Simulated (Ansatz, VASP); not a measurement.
## Two plane-wave programs on Ti

File INCAR:

```
SYSTEM = Ti
PREC     = Accurate       ! precision mode
ENCUT    = 520            ! plane-wave cutoff, eV
EDIFF    = 1E-7           ! SCF threshold, eV
ISMEAR   = 0              ! smearing method
SIGMA    = 0.1            ! smearing width, eV
LREAL    = .FALSE.        ! projectors in reciprocal space
LASPH    = .TRUE.         ! aspherical terms in the spheres
NELM     = 80             ! most SCF steps
ALGO     = Normal         ! electronic algorithm
ISIF     = 2              ! what is computed and relaxed
LWAVE    = .FALSE.        ! write WAVECAR
LCHARG   = .FALSE.        ! write CHGCAR
GGA      = CA             ! functional
NBANDS   = 12             ! bands
```

Contents of KPOINTS:

```
Automatic mesh
0
G
  8 8 8
  0 0 0
```

File POSCAR:

```
Ti
1.0
   -1.5859226955      1.5859226955      1.5859226955
    1.5859226955     -1.5859226955      1.5859226955
    1.5859226955      1.5859226955     -1.5859226955
Ti
1
Direct
    0.0000000000      0.0000000000      0.0000000000
```

Input for Ansatz:

```yaml
crystal:
  lattice:
    - [-1.5859226955198247, 1.5859226955198258, 1.585922695519826]
    - [1.5859226955198247, -1.5859226955198258, 1.5859226955198233]
    - [1.5859226955198247, 1.5859226955198245, -1.585922695519826]
  atoms:
    - { symbol: Ti, position: [1.6682113546014347e-34, -5.956262150084979e-34, -1.120614886734336e-33] }
basis:
  ecutwfc: 470.0
kpoints:
  mp_grid:
    grid: [8, 8, 8]
hamiltonian:
  xc: lda
scf:
  occupations:
    method: gaussian
output:
  forces: true
  stress: true
```

Alike in both runs: task single point; functional LDA; k mesh 8 × 8 × 8; no spin polarisation.

|  | VASP | Ansatz |
| --- | --- | --- |
| version | VASP 6.6.1 | Ansatz 0.2.0 |
| potentials or method | VASP PAW LDA potentials, release 64 (Ti_sv), cutoff 520 eV | plane waves, PAW |
| occupations | gaussian, width 0.1 eV | gaussian |
| valence electrons in the cell | 12 | 12 |

```tsv
	VASP	Ansatz	Ansatz less VASP
pressure (GPa)	-0.6	-0.5	+0.12
```

LDA's correlation is that of Perdew and Zunger in VASP and of Perdew and Wang (1992) in Ansatz.
